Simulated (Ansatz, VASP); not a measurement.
**Pt in VASP and in Ansatz**

```
CELL_PARAMETERS angstrom
2.80332 0.00000 0.00000
-1.40166 2.42775 0.00000
0.00000 0.00000 4.80758
ATOMIC_POSITIONS crystal
Pt 0.33333 0.66667 0.25000
Pt 0.66667 0.33333 0.75000
```

Alike in both runs: task single point; functional PBEsol; k mesh 15 × 15 × 8; occupations fermi-dirac, width 0.1 eV; no spin polarisation.

|  | VASP | Ansatz |
| --- | --- | --- |
| version | VASP 6.6.1 | Ansatz 0.2.0 |
| potentials or method | VASP PAW PBE potentials, release 64 (Pt), cutoff 520 eV | plane waves (420 eV) with PAW, scalar-relativistic |
| valence electrons in the cell | 20 | 36 |

```tsv
	VASP	Ansatz	Ansatz less VASP
pressure (GPa)	-17.8	-17.5	+0.35
traceless stress, the component that is largest in VASP (GPa)	1.14	1.25	+0.106
```

VASP's potentials were made for PBE, not for PBEsol, and Ansatz warns of the same on its side. VASP's potentials hold 20 valence electrons a cell and Ansatz's 36, so a difference there can come from the potentials and not from the codes.

Neither program's run includes spin-orbit coupling.
